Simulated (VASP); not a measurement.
# Cr (P6_3/mmc) in VASP: a series of runs, part 2 of 2

VASP 6.6.1.

### 3 Single point, PBEsol, collinear spin, ferromagnetic start

This run uses another cell than the first one, of 11.47 Å³/atom, 1.042 times its volume.

Input file INCAR:

```
ALGO = Normal
EDIFF = 1E-7
ENCUT = 520
GGA = PS
ISIF = 2
ISMEAR = -1
ISPIN = 2
LASPH = T
LCHARG = F
LMAXMIX = 4
LORBIT = 11
LREAL = F
LWAVE = F
MAGMOM = 1.5 1.5 1.5 1.5
NBANDS = 36
NELM = 150
PREC = Accurate
SIGMA = 0.05
```

Input file KPOINTS:

```
k-points
0
Gamma
  16 16 4
```

Input file POSCAR:

```
Cr
1.0
    2.4682721124      0.0000000000      0.0000000000
   -1.2341360562      2.1375863528      0.0000000000
    0.0000000000      0.0000000000      8.6964411738
Cr
4
Direct
    0.0000000000      1.0000000000      1.0000000000
    0.0000000000      0.0000000000      0.5000000000
    0.3333333333      0.6666666667      0.2500000000
    0.6666666667      0.3333333333      0.7500000000
```

Potentials or basis: VASP PAW PBE potentials, release 64 (Cr_pv).

On the command line:

```
$ cat potpaw_PBE.64/Cr_pv/POTCAR > POTCAR
$ mpirun -np 1 vasp_std > vasp.out
```

OUTCAR:

```text
EDIFF = 1E-7
   ENCUT = 520
   GGA = PS
   ISIF = 2
   ISMEAR = -1
   ISPIN = 2
   LASPH = T
   LORBIT = 11
   LREAL = F
   NELM = 150
   PREC = Accurate

 ion  position               nearest neighbor table
   1  0.000  0.000  0.000-   3 2.60   4 2.60   4 2.60   3 2.60   4 2.60   3 2.60
   2  0.000  0.000  0.500-   3 2.60   4 2.60   4 2.60   3 2.60   4 2.60   3 2.60
   3  0.333  0.667  0.250-   1 2.60   2 2.60   1 2.60   2 2.60   1 2.60   2 2.60
   4  0.667  0.333  0.750-   1 2.60   2 2.60   1 2.60   2 2.60   1 2.60   2 2.60

  LATTYP: Found a hexagonal cell.
 ALAT       =     2.4682721124
 C/A-ratio  =     3.5232911032

  Lattice vectors:

 A1 = (   2.4682721124,   0.0000000000,   0.0000000000)
 A2 = (  -1.2341360562,   2.1375863528,   0.0000000000)
 A3 = (   0.0000000000,   0.0000000000,   8.6964411738)

Analysis of symmetry for initial positions (statically):
=====================================================================
 Subroutine PRICEL returns:
 Original cell was already a primitive cell.

 Routine SETGRP: Setting up the symmetry group for a
 hexagonal supercell.

 Subroutine GETGRP returns: Found 24 space group operations
 (whereof 12 operations were pure point group operations)
 out of a pool of 24 trial point group operations.

The static configuration has the point symmetry D_3d.
 The point group associated with its full space group is D_6h.

Analysis of symmetry for dynamics (positions and initial velocities):
=====================================================================
 Subroutine PRICEL returns:
 Original cell was already a primitive cell.

 Routine SETGRP: Setting up the symmetry group for a
 hexagonal supercell.

 Subroutine GETGRP returns: Found 24 space group operations
 (whereof 12 operations were pure point group operations)
[... 160 lines left out ...]

 Free energy of the ion-electron system (eV)
  ---------------------------------------------------
  ext. energy  EPLUGINS =         0.00000000
  ---------------------------------------------------
  free energy    TOTEN  =       -39.36538386 eV

  energy without entropy =      -39.31458936  energy(sigma->0) =      -39.33998661

 E-fermi :  10.7330     XC(G=0): -13.8554

 val. band max:       10.7274945369   @ k =   0.3750   0.1250   0.0000
 cond. band min:      10.7357784253   @ k =   0.3125   0.0000   0.5000
 fundamental gap:      0.0082838885
 Fermi energy:        10.7330134247

 spin component 1

 k-point     1 :       0.0000    0.0000    0.0000
  band No.  band energies     occupation
      1     -32.4159      1.00000
      2     -32.0292      1.00000
      3     -32.0219      1.00000
      4     -31.6201      1.00000
      5     -31.5015      1.00000
      6     -31.5015      1.00000
[... 925 lines left out ...]
     35      14.9509      0.00000
     36      18.2056      0.00000

 [... further k-points ...]

 spin component 2

 k-point     1 :       0.0000    0.0000    0.0000
  band No.  band energies     occupation
      1     -32.4159      1.00000
      2     -32.0293      1.00000
      3     -32.0219      1.00000
      4     -31.6201      1.00000
      5     -31.5015      1.00000
      6     -31.5015      1.00000
[... 925 lines left out ...]
     35      14.9509      0.00000
     36      18.2004      0.00000

 [... further k-points ...]
[... 5 lines left out ...]
  --------------------------------------------------------------------------------------
  -------------------------------------------------------------------------------------
  Total       -0.0971260     -0.0971260     -0.2431297     -0.0000000     -0.0000000      0.0000000
  in kB       -3.3914697     -3.3914697     -8.4896591     -0.0000000     -0.0000000      0.0000000
  external PRESSURE =      -5.0908662 kB  Pullay stress =       0.0000000 kB

 VOLUME and BASIS-vectors are now :
 -----------------------------------------------------------------------------
  energy-cutoff  :      520.00
  volume of cell :       45.88
      direct lattice vectors                 reciprocal lattice vectors
     2.468272112  0.000000000  0.000000000     0.405141716  0.233908679  0.000000000
    -1.234136056  2.137586353  0.000000000     0.000000000  0.467817358  0.000000000
     0.000000000  0.000000000  8.696441174     0.000000000  0.000000000  0.114989566

 POSITION                                       TOTAL-FORCE (eV/Angst)
 -----------------------------------------------------------------------------------
      0.00000      0.00000      0.00000         0.000000      0.000000      0.000000
      0.00000      0.00000      4.34822         0.000000      0.000000      0.000000
     -0.00000      1.42506      2.17411        -0.000000      0.000000     -0.000000
      1.23414      0.71253      6.52233         0.000000     -0.000000     -0.000000
 -----------------------------------------------------------------------------------
    total drift:                                0.000000     -0.000000      0.000000

  FREE ENERGIE OF THE ION-ELECTRON SYSTEM (eV)
  ---------------------------------------------------
  free  energy   TOTEN  =       -39.3653838643 eV

  energy  without entropy=      -39.3145893621  energy(sigma->0) =      -39.33998661

 total charge

# of ion       s       p       d       tot
------------------------------------------
    1        0.445   6.396   4.255  11.096
    2        0.445   6.396   4.255  11.096
    3        0.445   6.397   4.249  11.092
    4        0.445   6.397   4.249  11.092
--------------------------------------------------
tot          1.780  25.586  17.008  44.374

 magnetization (x)

# of ion       s       p       d       tot
------------------------------------------
    1        0.000   0.000   0.000   0.000
    2        0.000   0.000   0.000   0.000
    3       -0.000  -0.000  -0.000  -0.000
    4       -0.000  -0.000  -0.000  -0.000
--------------------------------------------------
tot         -0.000   0.000   0.000   0.000
```

OSZICAR:

```text
N       E                     dE             d eps       ncg     rms          rms(c)
DAV:   1     0.599647866516E+03    0.59965E+03   -0.26257E+04 12984   0.167E+03
DAV:   2    -0.141538696353E+02   -0.61380E+03   -0.58989E+03 13068   0.510E+02
[... 11 lines left out ...]
DAV:  14    -0.393653716441E+02    0.74319E-05   -0.58657E-05 14612   0.754E-02    0.330E-02
DAV:  15    -0.393653805389E+02   -0.88948E-05   -0.11002E-05 18288   0.313E-02    0.130E-02
DAV:  16    -0.393653828336E+02   -0.22946E-05   -0.20436E-06 14560   0.112E-02    0.499E-03
DAV:  17    -0.393653837369E+02   -0.90336E-06   -0.26794E-07  9720   0.403E-03    0.199E-03
DAV:  18    -0.393653838740E+02   -0.13713E-06   -0.70739E-08  7288   0.271E-03    0.501E-04
DAV:  19    -0.393653838643E+02    0.97152E-08   -0.17225E-08  7288   0.107E-03
   1 F= -.39365384E+02 E0= -.39339987E+02  d E =-.507945E-01  mag=     0.0000
```

Wall time 11 min (1 thread of Intel Xeon Platinum 8375C at 2.90GHz (Ice Lake), shared host); peak memory 0.31 GiB.

What came out:

* Free energy: -39.3654 eV
* Pressure: -0.5 GPa
* Band gap on the k mesh: zero (filled and empty bands overlap)
* Net moment: 0.00 μB per cell
* Valence electrons inside the program's atomic spheres: Cr 11.10, 11.09

Stress tensor (GPa, compression positive):
```
-0.34  0.00  0.00
 0.00 -0.34  0.00
 0.00  0.00 -0.85
```

Caveat: the starting moments collapsed, and a magnetic state may lie lower; the PAW data sets were made with another functional, which shifts forces and pressure a little.

### 4 Single point, PBEsol, collinear spin, antiferromagnetic start

This run uses another cell than the first one, of 11.47 Å³/atom, 1.042 times its volume.

Input file INCAR:

```
PREC = Accurate
ENCUT = 520
EDIFF = 1E-7
ISMEAR = -1
SIGMA = 0.05
LREAL = False
LASPH = True
NELM = 150
ALGO = Normal
ISIF = 2
LWAVE = False
LCHARG = True
ISPIN = 2
MAGMOM = 1.5 1.5 -1.5 -1.5
LORBIT = 11
LMAXMIX = 4
GGA = PS
LELF = True
LVHAR = True
NBANDS = 36
```

Input file KPOINTS:

```
regular mesh
0
Gamma
  14 14 4
```

Input file POSCAR:

```
Cr
1.0
    2.4682720264      0.0000000000      0.0000000000
   -1.2341360132      2.1375862783      0.0000000000
    0.0000000000      0.0000000000      8.6964412664
Cr
4
Direct
    1.0000000000      0.0000000000      0.0000000000
    0.0000000000      0.0000000000      0.5000000000
    0.3333333333      0.6666666667      0.2500000000
    0.6666666667      0.3333333333      0.7500000000
```

On the command line:

```
$ cat potpaw_PBE.64/Cr_pv/POTCAR > POTCAR
$ mpirun -np 1 vasp_std > vasp.out
```

Run time: 3.6 min. Hardware: 1 thread of Oxide Virtual Turin-like, shared host; peak memory 0.25 GiB.

The run converged. Its results:

```yaml
Free_energy: -39.3693 eV
Pressure: -0.5 GPa
Band_gap_on_the_k_mesh: zero (filled and empty bands overlap)
Net_moment: 0.00 μB per cell
Valence_electrons_inside_the_program's_atomic_spheres: Cr 11.10, 11.09
```

Stress tensor (GPa, compression positive):
```
-0.53  0.00  0.00
 0.00 -0.53  0.00
 0.00  0.00 -0.43
```

Levels at points of the mesh, in eV from the Fermi level:
Spin up:
```tsv
k point	band 21	band 22	band 23	band 24	band 25	band 26	band 27	band 28
(0.00, 0.00, 0.00)	-0.47	-0.37	-0.37	-0.20	-0.20	-0.08	-0.08	-0.03
(0.50, 0.00, 0.00)	-0.73	-0.28	-0.25	0.94	0.95	1.87	2.44	2.45
(0.00, 0.00, 0.50)	-0.39	-0.39	-0.39	-0.39	-0.19	-0.19	-0.19	-0.19
(0.50, 0.00, 0.50)	0.08	0.08	0.17	0.17	0.71	0.71	1.96	1.96
```
Spin down:
```tsv
k point	band 21	band 22	band 23	band 24	band 25	band 26	band 27	band 28
(0.00, 0.00, 0.00)	-0.47	-0.37	-0.37	-0.20	-0.20	-0.08	-0.08	-0.03
(0.50, 0.00, 0.00)	-0.73	-0.28	-0.25	0.94	0.95	1.87	2.44	2.45
(0.00, 0.00, 0.50)	-0.39	-0.39	-0.39	-0.39	-0.19	-0.19	-0.19	-0.19
(0.50, 0.00, 0.50)	0.08	0.08	0.17	0.17	0.71	0.71	1.96	1.96
```

Caveat: the starting moments collapsed, and a magnetic state may lie lower; the PAW data sets were made with another functional, which shifts forces and pressure a little.
